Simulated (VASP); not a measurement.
Cl:

```
Cl
1.0
     3.12389   -2.23490    0.00000
     3.12389    2.23490    0.00000
     0.00000    0.00000    8.15490
Cl
4
Direct
  0.37000 0.63000 0.40000
  0.13000 0.87000 0.90000
  0.63000 0.37000 0.60000
  0.87000 0.13000 0.10000
```

Base run:

```yaml
Program: VASP 6.6.1
Functional: PBE
Potentials_or_basis: VASP PAW PBE potentials, release 64 (Cl)
Cutoff: 520 eV
k_mesh: 7 × 7 × 4
Occupations: fermi-dirac, width 0.05 eV
Spin: no spin polarisation
```

Its results: band gap on the k mesh 2.62 eV, indirect (least direct gap 2.67 eV); pressure 0.9 GPa; largest force 0.119 eV/Å.

Task: The run is repeated on the same cell with these changes: functional from PBE to LDA; potentials or basis from VASP PAW PBE potentials, release 64 (Cl) to VASP PAW LDA potentials, release 64 (Cl). What comes out?

Result: Band gap on the k mesh 2.43 eV, indirect (least direct gap 2.49 eV); pressure -2.3 GPa; largest force 0.123 eV/Å.

A k mesh can miss the band edges.
